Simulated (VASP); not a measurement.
# AlCrBN2 (P4/mmm) in VASP: further runs

Runs on AlCrBN2. Level: PBE. Tasks: single point, relaxation of cell and atoms.

Everything below comes from runs of VASP 6.6.1. Logs are shortened: lines on timing, memory, paths and dates and some standing lists are left out, and cuts for length are marked.

### Step 1. The cell of the first run

Symmetry: P4/mmm, No. 123, tetragonal system. Conventional cell: a = 2.862 Å, b = 2.862 Å, c = 5.407 Å, α = 90.00°, β = 90.00°, γ = 90.00°. Al (site symmetry 4/mmm) has 4 B at 2.02 Å and 8 N at 2.54 Å and 2 Cr at 2.70 Å and 4 Al at 2.86 Å within 2.9 Å. Cr (site symmetry 4/mmm) has 8 N at 2.33 Å and 2 Al at 2.70 Å and 4 Cr at 2.86 Å within 3.1 Å. B (site symmetry 4/mmm) has 2 N at 1.54 Å and 4 Al at 2.02 Å within 2.1 Å. Within 2.1 Å of N (site symmetry 4mm) lie 1 B at 1.54 Å.

The cell was generated, and may not be a known phase.

### Step 2. Single point, PBE, collinear spin, ferromagnetic start

File INCAR:

```
SYSTEM = AlCrBN2
PREC = Accurate
ENCUT = 520
EDIFF = 1E-6
ISMEAR = 0
SIGMA = 0.1
LREAL = .FALSE.
LASPH = .TRUE.
NELM = 150
ALGO = Normal
ISIF = 2
LWAVE = .FALSE.
LCHARG = .TRUE.
ISPIN = 2
MAGMOM = 0 3 0 0 0
LORBIT = 11
LMAXMIX = 4
GGA = PE
LELF = .TRUE.
LVHAR = .TRUE.
NBANDS = 26
```

File KPOINTS:

```
Automatic mesh
0
G
  6 6 4
  0 0 0
```

File POSCAR:

```
AlCrBN2
1.0
    2.8616335609      0.0000000000      0.0000000000
    0.0000000000      2.8616335609      0.0000000000
    0.0000000000      0.0000000000      5.4068319299
Al Cr B N
1 1 1 2
Direct
    0.0000000000      0.0000000000      0.5000000000
    0.0000000000      0.0000000000      0.0000000000
    0.5000000000      0.5000000000      0.5000000000
    0.5000000000      0.5000000000      0.2148161529
    0.5000000000      0.5000000000      0.7851838471
```

Potentials or basis: VASP PAW PBE potentials, release 64 (Al, Cr_pv, B, N).

Launch:

```console
> cat potpaw_PBE.64/Al/POTCAR potpaw_PBE.64/Cr_pv/POTCAR potpaw_PBE.64/B/POTCAR potpaw_PBE.64/N/POTCAR > POTCAR
> mpirun -np 1 vasp_std > vasp.out
```

OUTCAR:

```text
SYSTEM = AlCrBN2
   PREC = Accurate
   ENCUT = 520
   EDIFF = 1E-6
   ISMEAR = 0
   LREAL = .FALSE.
   LASPH = .TRUE.
   NELM = 150
   ISIF = 2
   ISPIN = 2
   LORBIT = 11
   GGA = PE

 ion  position               nearest neighbor table
   1  0.000  0.000  0.500-   3 2.02   3 2.02   3 2.02   3 2.02   4 2.54   5 2.54   5 2.54   4 2.54
                             5 2.54   4 2.54   4 2.54   5 2.54   2 2.70   2 2.70
   2  0.000  0.000  0.000-   4 2.33   5 2.33   4 2.33   5 2.33   4 2.33   5 2.33   4 2.33   5 2.33
                             1 2.70   1 2.70
   3  0.500  0.500  0.500-   4 1.54   5 1.54   1 2.02   1 2.02   1 2.02   1 2.02
   4  0.500  0.500  0.215-   3 1.54   2 2.33   2 2.33   2 2.33   2 2.33   1 2.54   1 2.54   1 2.54
                             1 2.54
   5  0.500  0.500  0.785-   3 1.54   2 2.33   2 2.33   2 2.33   2 2.33   1 2.54   1 2.54   1 2.54
                             1 2.54

  LATTYP: Found a simple tetragonal cell.
 ALAT       =     2.8616335609
 C/A-ratio  =     1.8894214842

  Lattice vectors:

 A1 = (   2.8616335609,   0.0000000000,   0.0000000000)
 A2 = (   0.0000000000,   2.8616335609,   0.0000000000)
 A3 = (   0.0000000000,   0.0000000000,   5.4068319299)

Analysis of symmetry for initial positions (statically):
=====================================================================
 Subroutine PRICEL returns:
 Original cell was already a primitive cell.

 Routine SETGRP: Setting up the symmetry group for a
 simple tetragonal supercell.

 Subroutine GETGRP returns: Found 16 space group operations
 (whereof 16 operations were pure point group operations)
 out of a pool of 16 trial point group operations.

The static configuration has the point symmetry D_4h.

Analysis of symmetry for dynamics (positions and initial velocities):
=====================================================================
 Subroutine PRICEL returns:
 Original cell was already a primitive cell.

 Routine SETGRP: Setting up the symmetry group for a
 simple tetragonal supercell.

 Subroutine GETGRP returns: Found 16 space group operations
 (whereof 16 operations were pure point group operations)
 out of a pool of 16 trial point group operations.

The dynamic configuration has the point symmetry D_4h.

Analysis of structural, dynamic, and magnetic symmetry:
=====================================================================
 Subroutine PRICEL returns:
 Original cell was already a primitive cell.

 Routine SETGRP: Setting up the symmetry group for a
 simple tetragonal supercell.

 Subroutine GETGRP returns: Found 16 space group operations
 (whereof 16 operations were pure point group operations)
 out of a pool of 16 trial point group operations.

The overall configuration has the point symmetry D_4h.

 Subroutine INISYM returns: Found 16 space group operations
[... 140 lines left out ...]
   NGX = 11   NGY = 11   NGZ = 21

 number of electron      27.9999982 magnetization       0.5352168

 Free energy of the ion-electron system (eV)
  ---------------------------------------------------
  ext. energy  EPLUGINS =         0.00000000
  ---------------------------------------------------
  free energy    TOTEN  =       -33.09573353 eV

  energy without entropy =      -33.08659042  energy(sigma->0) =      -33.09116198

 E-fermi :   9.4682     XC(G=0): -12.4252

 val. band max:        9.4503626591   @ k =   0.3333   0.1667   0.2500
 cond. band min:       9.5277051384   @ k =   0.3333   0.1667   0.5000
 fundamental gap:      0.0773424792
 Fermi energy:         9.4682082671

 spin component 1

 k-point     1 :       0.0000    0.0000    0.0000
  band No.  band energies     occupation
      1     -34.4381      1.00000
      2     -34.4381      1.00000
      3     -34.1401      1.00000
      4      -8.7014      1.00000
      5      -6.6488      1.00000
      6      -1.5010      1.00000
[... 685 lines left out ...]
     25      18.4905      0.00000
     26      20.7670      0.00000

 [... further k-points ...]

 spin component 2

 k-point     1 :       0.0000    0.0000    0.0000
  band No.  band energies     occupation
      1     -33.7000      1.00000
      2     -33.7000      1.00000
      3     -33.4504      1.00000
      4      -8.7617      1.00000
      5      -6.7375      1.00000
      6      -1.5197      1.00000
[... 685 lines left out ...]
     25      18.5077      0.00000
     26      20.7964      0.00000

 [... further k-points ...]

------------------------ aborting loop because EDIFF is reached ----------------------------------------

  FORCE on cell =-STRESS in cart. coord.  units (eV):
  Direction    XX          YY          ZZ          XY          YZ          ZX
  --------------------------------------------------------------------------------------
  -------------------------------------------------------------------------------------
  Total        0.0224346      0.0224346     -0.0003645      0.0000000     -0.0000000     -0.0000000
  in kB        0.8118157      0.8118157     -0.0131881      0.0000000     -0.0000000     -0.0000000
  external PRESSURE =       0.5368144 kB  Pullay stress =       0.0000000 kB

 VOLUME and BASIS-vectors are now :
 -----------------------------------------------------------------------------
  energy-cutoff  :      520.00
  volume of cell :       44.28
      direct lattice vectors                 reciprocal lattice vectors
     2.861633561  0.000000000  0.000000000     0.349450752  0.000000000  0.000000000
     0.000000000  2.861633561  0.000000000     0.000000000  0.349450752  0.000000000
     0.000000000  0.000000000  5.406831930     0.000000000  0.000000000  0.184951190

 POSITION                                       TOTAL-FORCE (eV/Angst)
 -----------------------------------------------------------------------------------
      0.00000      0.00000      2.70342        -0.000000      0.000000      0.000000
      0.00000      0.00000      0.00000        -0.000000      0.000000      0.000000
      1.43082      1.43082      2.70342        -0.000000      0.000000      0.000000
      1.43082      1.43082      1.16147         0.000000     -0.000000     -0.004947
      1.43082      1.43082      4.24536        -0.000000     -0.000000      0.004947
 -----------------------------------------------------------------------------------
    total drift:                                0.000000     -0.000000      0.000000

  FREE ENERGIE OF THE ION-ELECTRON SYSTEM (eV)
  ---------------------------------------------------
  free  energy   TOTEN  =       -33.0957335311 eV

  energy  without entropy=      -33.0865904220  energy(sigma->0) =      -33.09116198

 total charge

# of ion       s       p       d       tot
------------------------------------------
    1        0.456   0.415   0.000   0.870
    2        0.253   6.212   4.120  10.585
    3        0.733   1.471   0.000   2.203
    4        1.284   2.324   0.000   3.608
    5        1.284   2.324   0.000   3.608
--------------------------------------------------
tot          4.009  12.746   4.120  20.875

 magnetization (x)

# of ion       s       p       d       tot
------------------------------------------
    1       -0.010   0.000   0.000  -0.010
    2        0.006   0.004   0.667   0.677
    3        0.002   0.013   0.000   0.015
    4        0.001  -0.067   0.000  -0.065
    5        0.001  -0.067   0.000  -0.065
--------------------------------------------------
tot          0.001  -0.116   0.667   0.552
```

Run time: 97 s. Hardware: 1 thread of Intel Xeon 6975P-C (Granite Rapids), shared host; peak memory 0.21 GiB.

Results:

```
Free energy                                           : -33.0957 eV
Pressure                                              : 0.1 GPa
Largest force                                         : 0.005 eV/Å
Net moment                                            : 0.54 μB per cell
Site moments                                          : Al -0.01; Cr +0.68; B +0.01; N -0.07 μB
Valence electrons inside the program's atomic spheres : Al 0.87; Cr 10.59; B 2.20; N 3.61
```

Forces in eV/Å, atoms in the order of the input:
```
Al   0.000  0.000  0.000
Cr   0.000  0.000  0.000
B    0.000  0.000  0.000
N    0.000  0.000 -0.005
N    0.000  0.000  0.005
```

Levels at points of the mesh, in eV from the Fermi level:
Spin up:
| k point | band 11 | band 12 | band 13 | band 14 | band 15 | band 16 | band 17 | band 18 |
| --- | --- | --- | --- | --- | --- | --- | --- | --- |
| (0.00, 0.00, 0.00) | -2.80 | -2.36 | -2.11 | -1.25 | -0.13 | 1.44 | 1.44 | 2.69 |
| (0.50, 0.00, 0.00) | -3.91 | -1.06 | -0.85 | -0.31 | -0.06 | 0.52 | 0.53 | 0.75 |
| (0.50, 0.50, 0.00) | -3.01 | -2.59 | -1.57 | -1.57 | 0.53 | 0.75 | 1.32 | 1.32 |
| (0.00, 0.00, 0.50) | -2.20 | -2.20 | -1.15 | -0.13 | -0.05 | 0.20 | 0.20 | 3.35 |
| (0.50, 0.00, 0.50) | -2.67 | -1.86 | -1.10 | -0.46 | -0.33 | 0.62 | 1.44 | 2.91 |
| (0.50, 0.50, 0.50) | -4.91 | -2.37 | -2.37 | -1.37 | -0.99 | 0.75 | 1.13 | 2.70 |
Spin down:
| k point | band 11 | band 12 | band 13 | band 14 | band 15 | band 16 | band 17 | band 18 |
| --- | --- | --- | --- | --- | --- | --- | --- | --- |
| (0.00, 0.00, 0.00) | -2.66 | -2.13 | -2.00 | -1.00 | 0.73 | 2.02 | 2.02 | 2.66 |
| (0.50, 0.00, 0.00) | -3.82 | -1.21 | -0.57 | 0.46 | 0.47 | 0.51 | 1.11 | 1.16 |
| (0.50, 0.50, 0.00) | -3.10 | -2.47 | -1.60 | -1.60 | 1.17 | 1.21 | 1.97 | 1.97 |
| (0.00, 0.00, 0.50) | -2.31 | -1.98 | -0.91 | -0.10 | 0.73 | 0.83 | 0.83 | 3.43 |
| (0.50, 0.00, 0.50) | -2.75 | -1.56 | -1.16 | 0.08 | 0.49 | 1.00 | 1.93 | 3.04 |
| (0.50, 0.50, 0.50) | -4.98 | -2.06 | -2.06 | -1.14 | -1.00 | 1.21 | 1.84 | 3.10 |

Caveat: the k points lie up to 0.37 Å⁻¹ apart; a cell with one magnetic atom can't hold antiferromagnetic order, which such compounds often take.

(Continued in part 2 of 2.)
